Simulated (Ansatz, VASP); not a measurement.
Two plane-wave programs on CoO

```
CELL_PARAMETERS angstrom
0.00000 2.13150 2.13150
2.13150 0.00000 2.13150
2.13150 2.13150 0.00000
ATOMIC_POSITIONS crystal
Co 0.00000 0.00000 0.00000
O 0.50000 0.50000 0.50000
```

Alike in both runs: task single point; functional PBE; k mesh 6 × 6 × 6; occupations gaussian, width 0.05 eV; collinear spin; Hubbard terms Co d U = 3.3 eV.

```csv
,VASP,Ansatz
version,VASP 6.6.1,Ansatz 0.2.0
potentials or method,"VASP PAW PBE potentials, release 64 (Co, O), cutoff 520 eV","scalar-relativistic, plane waves, PAW"
valence electrons in the cell,15,23
```

```tsv
	VASP	Ansatz	Ansatz less VASP
pressure (GPa)	-2.3	8.2	+10.42
net moment per atom (μB)	1.50	1.50	0.000
size of the moment on the site where the two differ most (μB)	2.73	2.60	-0.133
```

Site moments also hang on the region over which each program counts them. The programs project onto different local orbitals, so the same U acts differently, and such runs can settle in different states. VASP's potentials hold 15 valence electrons a cell and Ansatz's 23, so a difference there can come from the potentials and not from the codes.

The k mesh is coarse, so the values compare programs but aren't converged.
